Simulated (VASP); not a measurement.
The system is BeS.

```
Be S
1.0
     0.00000    2.43431    2.43431
     2.43431    0.00000    2.43431
     2.43431    2.43431    0.00000
Be S
1 1
Direct
  0.00000 0.00000 0.00000
  0.75000 0.75000 0.75000
```

Base run:

* Program: VASP 6.6.1
* Functional: r2SCAN
* Potentials or basis: VASP PAW PBE potentials, release 64 (Be, S)
* Cutoff: 520 eV
* k mesh: 6 × 6 × 6
* Occupations: gaussian, width 0.01 eV
* Spin: no spin polarisation

Its results: band gap on the k mesh 3.60 eV, indirect (least direct gap 6.26 eV); pressure 0.3 GPa.

Question: The run is repeated on the same cell with these changes: functional from r2SCAN to PBE. What comes out?

Answer: Band gap on the k mesh 3.14 eV, indirect (least direct gap 5.67 eV); pressure 0.5 GPa.

r2SCAN gives the wider gap, since meta-GGAs in the generalised Kohn-Sham scheme recover part of the derivative discontinuity.

Caveats: the PAW data sets were made with another functional, which shifts forces and pressure a little (some runs).

A k mesh can miss the band edges.
